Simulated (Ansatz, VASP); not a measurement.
**HfB in VASP and in Ansatz**

Contents of INCAR:

```
  PREC = Accurate
  ENCUT = 520
  EDIFF = 1E-8
  ISMEAR = -1
  SIGMA = 0.05
  LREAL = F
  LASPH = T
  NELM = 60
  ALGO = Normal
  ISIF = 2
  LWAVE = F
  LCHARG = F
  LEFG = T
  NBANDS = 14
```

File KPOINTS:

```
Automatic mesh
0
Gamma
  15 15 15
```

The input POSCAR:

```
HfB
1.0
    0.0000000000      2.2944961772      2.2944961772
    2.2944961772      0.0000000000      2.2944961772
    2.2944961772      2.2944961772      0.0000000000
Hf B
1 1
Direct
    0.5000000000      0.5000000000      0.5000000000
    0.0000000000      0.0000000000      0.0000000000
```

Input for Ansatz:

```yaml
crystal:
  lattice:
    - [0.0, 2.2944961772, 2.2944961772]
    - [2.2944961772, 0.0, 2.2944961772]
    - [2.2944961772, 2.2944961772, 0.0]
  atoms:
    - { symbol: Hf, position: [0.5, 0.5, 0.5] }
    - { symbol: B, position: [0.0, 0.0, 0.0] }
kpoints:
  mp_grid: { grid: [15, 15, 15] }
scf:
  occupations: { method: fermi_dirac, width: 0.05 }
hamiltonian:
  xc: lda
  pseudopotentials: { kind: paw }
output:
  forces: true
  stress: true
  eigenvalues: true
  efg: { contact_densities: true }
```

Change from the starting cell: volume scaled by 0.98, PAW files.

Alike in both runs: task electric field gradients; functional LDA; k mesh 15 × 15 × 15; occupations fermi-dirac, width 0.05 eV; no spin polarisation.

|  | VASP | Ansatz |
| --- | --- | --- |
| version | VASP 6.6.1 | Ansatz 0.2.0 |
| potentials or method | VASP PAW LDA potentials, release 64 (Hf_pv, B) | PAW with Ansatz's default frozen-core files, scalar-relativistic |
| plane-wave cutoff (eV) | 520 | 420 |
| valence electrons in the cell | 13 | 29 |

Ansatz gave:

| Item | Value |
| --- | --- |
| pressure (GPa) | 23.6 |

**Question.** Estimate VASP's values.

**Answer.** Pressure (GPa): 25.6.

LDA's correlation is that of Perdew and Zunger in VASP and of Perdew and Wang (1992) in Ansatz. VASP's potentials hold 13 valence electrons a cell and Ansatz's 29, so a difference there can come from the potentials and not from the codes.

Neither program's run includes spin-orbit coupling.
